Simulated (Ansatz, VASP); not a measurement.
# CdClO: VASP beside Ansatz

File INCAR:

```
PREC = Accurate
ENCUT = 520
EDIFF = 1E-6
ISMEAR = 1
SIGMA = 0.01
LREAL = False
LASPH = True
NELM = 100
ALGO = Normal
ISIF = 2
LWAVE = False
LCHARG = False
GGA = PE
NBANDS = 34
```

The input KPOINTS:

```
Automatic mesh
0
Gamma
  7 7 3
```

POSCAR

```
CdClO
1.0
    3.8987172173      0.0000000000      0.0000000000
   -1.9493586087      3.3763880322      0.0000000000
    0.0000000000      0.0000000000      9.7806746183
Cd Cl O
2 2 2
Direct
    0.3333333333      0.6666666667      0.5190610000
    0.6666666667      0.3333333333      0.0190610000
    0.3333333333      0.6666666667      0.8387190000
    0.6666666667      0.3333333333      0.3387190000
    0.0000000000      0.0000000000      0.5792210000
    0.0000000000      0.0000000000      0.0792210000
```

Input for Ansatz:

```yaml
crystal:
  lattice:
    - [3.898717217324468, 0.0, 0.0]
    - [-1.949358608662234, 3.37638803221001, 0.0]
    - [0.0, 0.0, 9.780674618278912]
  atoms:
    - { symbol: Cd, position: [0.3333333333333333, 0.6666666666666666, 0.519061] }
    - { symbol: Cd, position: [0.6666666666666666, 0.3333333333333333, 0.019061] }
    - { symbol: Cl, position: [0.3333333333333333, 0.6666666666666666, 0.838719] }
    - { symbol: Cl, position: [0.6666666666666666, 0.3333333333333333, 0.338719] }
    - { symbol: O, position: [0.0, 0.0, 0.579221] }
    - { symbol: O, position: [0.0, 0.0, 0.079221] }
basis:
  ecutwfc: 420.0
kpoints:
  mp_grid:
    grid: [7, 7, 3]
hamiltonian:
  xc: pbe
scf:
  max_iter: 200
  lower_state_search: light
  occupations:
    method: cold
    width: 0.01
output:
  stress: true
```

Alike in both runs: task single point; functional PBE; k mesh 7 × 7 × 3; no spin polarisation.

|  | VASP | Ansatz |
| --- | --- | --- |
| version | VASP 6.6.1 | Ansatz 0.2.0 |
| potentials or method | VASP PAW PBE potentials, release 64 (Cd, Cl, O), cutoff 520 eV | plane waves, PAW |
| occupations | methfessel-paxton of order 1, width 0.01 eV | cold, width 0.01 eV |
| valence electrons in the cell | 50 | 66 |

|  | VASP | Ansatz | Ansatz less VASP |
| --- | --- | --- | --- |
| pressure (GPa) | -5.0 | -5.3 | -0.30 |
| traceless stress, the component that is largest in VASP (GPa) | 1.95 | 2.13 | +0.181 |

VASP's potentials hold 50 valence electrons a cell and Ansatz's 66, so a difference there can come from the potentials and not from the codes.
